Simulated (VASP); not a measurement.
## Mo: single point with PBE

The system is Mo.

```
CELL_PARAMETERS angstrom
-1.57342 1.57342 1.57342
1.57342 -1.57342 1.57342
1.57342 1.57342 -1.57342
ATOMIC_POSITIONS crystal
Mo 0.00000 0.00000 0.00000
```

```json
{"Program": "VASP 6.6.1", "Task": "single point", "Functional": "PBE", "Potentials or basis": "VASP PAW PBE potentials, release 64 (Mo_sv)", "Cutoff": "520 eV", "k mesh": "17 × 17 × 17", "Occupations": "fermi-dirac, width 0.05 eV", "Spin": "collinear spin, ferromagnetic start", "Starting moments": "[0.1] μB", "Fixed moment": "0.1 μB", "Dipole correction": "no", "Further INCAR settings": "ALGO = Normal; EDIFF = 1e-06; NBANDS = 17"}
```

| Item | Value |
| --- | --- |
| Pressure | 4.3 GPa |
| Net moment | 0.10 μB per cell |
| Site moments | Mo +0.08 μB |
| Valence electrons inside the program's atomic spheres | Mo 12.51 |

It took 26 s on 1 thread of Intel(R) Xeon(R) 6975P-C (Granite Rapids), with other jobs on the host, peak memory 0.17 GiB.

Caveat: the total moment is fixed, so each spin has its own Fermi level.
